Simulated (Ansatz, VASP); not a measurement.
One calculation of Ti, two programs

```
CELL_PARAMETERS angstrom
2.99425 0.00000 0.00000
-1.49712 2.59309 0.00000
0.00000 0.00000 4.75629
ATOMIC_POSITIONS crystal
Ti 0.33333 0.66667 0.25000
Ti 0.66667 0.33333 0.75000
```

Change from the starting cell: strain +0.015 along x and y, +0.015 along z, atoms carried along.

Alike in both runs: task single point; functional PBEsol; k mesh 18 × 18 × 10; occupations gaussian, width 0.15 eV; no spin polarisation.

```csv
,VASP,Ansatz
version,VASP 6.6.1,Ansatz 0.2.0
potentials or method,"VASP PAW PBE potentials, release 64 (Ti_sv), cutoff 520 eV","scalar-relativistic, plane waves, PAW"
valence electrons in the cell,24,24
```

```csv
,VASP,Ansatz,Ansatz less VASP
gap on the k mesh at the Fermi level (eV),none,none,-
pressure (GPa),-10.3,-9.9,+0.39
"traceless stress, the component that is largest in VASP (GPa)",-0.40,-0.41,-0.008
```

VASP's potentials were made for PBE, not for PBEsol. A gap of «none» marks a metal or a gap that the smearing closes. The functional is the same, so the differences come from potentials, cutoffs and numerics.
